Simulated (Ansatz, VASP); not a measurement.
**Pt2S in VASP and in Ansatz**

```
CELL_PARAMETERS angstrom
0.00000 2.93286 2.93286
2.93286 0.00000 2.93286
2.93286 2.93286 0.00000
ATOMIC_POSITIONS crystal
Pt 0.25000 0.25000 0.25000
Pt 0.75000 0.75000 0.75000
S 0.00000 0.00000 0.00000
```

Alike in both runs: functional PBE; k mesh 14 × 14 × 14; occupations gaussian, width 0.1 eV; no spin polarisation.

Ansatz relaxed the structure, and its values are those at the end. VASP's run is a single point on that final structure, the one shown.

|  | VASP | Ansatz |
| --- | --- | --- |
| version | VASP 6.6.1 | Ansatz 0.2.0 |
| potentials or method | VASP PAW PBE potentials, release 64 (Pt, S), cutoff 520 eV | scalar-relativistic, plane waves, PAW |
| valence electrons in the cell | 26 | 42 |

|  | VASP | Ansatz | Ansatz less VASP |
| --- | --- | --- | --- |
| gap on the k mesh at the Fermi level (eV) | none | none | - |
| pressure (GPa) | -0.2 | 0.0 | +0.18 |

A gap of «none» marks a metal or a gap that the smearing closes. VASP's potentials hold 26 valence electrons a cell and Ansatz's 42, so a difference there can come from the potentials and not from the codes.

Spin-orbit coupling is off throughout.
